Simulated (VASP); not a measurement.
Set up this calculation in VASP 6.6.1, as the native input.

```yaml
Task: single point
Functional: r2SCAN
Dispersion: D3(BJ)
Potentials_or_basis: VASP PAW PBE potentials, release 64 (Al, O)
Cutoff: 660 eV
k_mesh: 6 × 3 × 9
Occupations: fermi-dirac, width 0.05 eV
Spin: no spin polarisation
Dipole_correction: no
Further_INCAR_settings: ALGO = Normal; EDIFF = 1e-06; NBANDS = 35
```

Crystal: Al2O3.

```
CELL_PARAMETERS angstrom
4.53684 0.00000 0.00000
0.00000 9.54357 0.00000
0.00000 0.00000 2.99056
ATOMIC_POSITIONS crystal
Al 0.11329 0.83337 0.00000
Al 0.88671 0.16663 0.00000
Al 0.61329 0.66663 0.50000
Al 0.38671 0.33337 0.50000
O 0.50000 0.50000 0.50000
O 0.30440 0.78498 0.50000
O 0.19560 0.28498 0.00000
O 0.80440 0.71502 0.00000
O 0.00000 0.00000 0.00000
O 0.69560 0.21502 0.50000
```

One way to write it, as run:

POSCAR

```
Al2O3
1.0
    4.5368436563      0.0000000000      0.0000000000
    0.0000000000      9.5435680923      0.0000000000
    0.0000000000      0.0000000000      2.9905644892
Al O
4 6
Direct
    1.1132892725      0.8333681402      0.0000000000
   -0.1132892725      0.1666318598      0.0000000000
    0.6132892725      0.6666318598      0.5000000000
    0.3867107275      0.3333681402      0.5000000000
    0.5000000000      0.5000000000      0.5000000000
    0.3043977910      0.7849802182      0.5000000000
    0.1956022090      0.2849802182      0.0000000000
    0.8043977910      0.7150197818      0.0000000000
    0.0000000000      0.0000000000      0.0000000000
    0.6956022090      0.2150197818      0.5000000000
```

INCAR.step1

```
SYSTEM = Al2O3
ALGO = Normal ; EDIFF = 1E-5
ENCUT = 660 ; GGA = PE
GGA_COMPAT = .FALSE. ; ISMEAR = -1
LASPH = .TRUE. ; LCHARG = .FALSE.
LREAL = .FALSE. ; LWAVE = .TRUE.
NBANDS = 35 ; NELM = 120
PREC = Accurate ; SIGMA = 0.05
```

INCAR.step2

```
SYSTEM = Al2O3
ALGO = Normal ; EDIFF = 1E-6
ENCUT = 660 ; GGA_COMPAT = .FALSE.
ISIF = 2 ; ISMEAR = -1
ISTART = 1 ; IVDW = 12
LASPH = .TRUE. ; LCHARG = .TRUE.
LELF = .TRUE. ; LMIXTAU = .TRUE.
LREAL = .FALSE. ; LVHAR = .TRUE.
LWAVE = .FALSE. ; METAGGA = R2SCAN
NBANDS = 35 ; NELM = 120
PREC = Accurate ; SIGMA = 0.05
VDW_A1 = 0.49484001 ; VDW_A2 = 5.73083694
VDW_S6 = 1.0 ; VDW_S8 = 0.78981345
```

KPOINTS

```
k-points
0
G
  6 3 9
  0 0 0
```

Potentials or basis: VASP PAW PBE potentials, release 64 (Al, O).

Command:

```bash
$ cat potpaw_PBE.64/Al/POTCAR potpaw_PBE.64/O/POTCAR > POTCAR
$ cp INCAR.step1 INCAR
$ mpirun -np 1 vasp_std > vasp.out
$ cp INCAR.step2 INCAR
$ mpirun -np 1 vasp_std > vasp.out
```

Results of the run:

```json
{
  "Pressure": "-0.3 GPa",
  "Largest force": "0.054 eV/Å",
  "Band gap on the k mesh": "4.18 eV",
  "Dispersion energy per atom": "-0.073 eV"
}
```

Caveat: the PAW data sets were made with another functional, which shifts forces and pressure a little; an odd mesh through Γ misses points on the zone boundary, where band edges can lie.

Wall time 28 min on 1 thread of Intel Xeon 8259CL, on a shared host, peak memory 0.44 GiB.
